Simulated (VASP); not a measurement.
Here is a VASP 6.6.1 calculation.

Contents of INCAR:

```
ALGO     = Fast           # electronic algorithm
EDIFF    = 1E-7           # SCF threshold, eV
ENCUT    = 520            # plane-wave cutoff, eV
GGA      = PE             # functional
ISIF     = 2              # what is computed and relaxed
ISMEAR   = 0              # smearing method
LASPH    = True           # aspherical terms in the spheres
LCHARG   = True           # write CHGCAR
LELF     = True           # ELF
LREAL    = False          # projectors in reciprocal space
LVHAR    = True         
LWAVE    = False          # write WAVECAR
NBANDS   = 41             # bands
NELM     = 80             # most SCF steps
PREC     = Accurate       # precision mode
SIGMA    = 0.1            # smearing width, eV
```

Contents of KPOINTS:

```
k-points
0
Gamma
  6 6 4
```

File POSCAR:

```
Ga4TeO
1.0
    5.5733924400      0.0000000000      0.0000000000
   -2.7866962200      4.8266994400      0.0000000000
    0.0000000000      0.0000000000      4.8469387900
Ga Te O
4 1 1
Direct
    0.3333333300      0.6666666700      0.2513975800
    0.3333333300      0.6666666700      0.7486024200
    0.6666666700      0.3333333300      0.7486024200
    0.6666666700      0.3333333300      0.2513975800
    0.0000000000      0.0000000000      0.0000000000
    0.0000000000      0.0000000000      0.5000000000
```

Potentials or basis: VASP PAW PBE potentials, release 64 (Ga_d, Te, O).

Command:

```console
$ cat potpaw_PBE.64/Ga_d/POTCAR potpaw_PBE.64/Te/POTCAR potpaw_PBE.64/O/POTCAR > POTCAR
$ mpirun -np 1 vasp_std > vasp.out
```

**Question.** Predict the pressure.

**Answer.** -2.3 GPa.

**Question.** What does it give for the largest force?

**Answer.** 0.280 eV/Å.

**Question.** Predict the band gap on the k mesh.

**Answer.** Zero (bands 32 and 33 overlap by 1.52 eV).

Stress tensor (GPa, compression positive):
```
-4.32  0.00  0.00
 0.00 -4.32  0.00
 0.00  0.00  1.78
```

Caveat: the stress differs along the axes, from -4 to 2 GPa; spin-orbit coupling is left out, which moves the levels of the heavy elements.
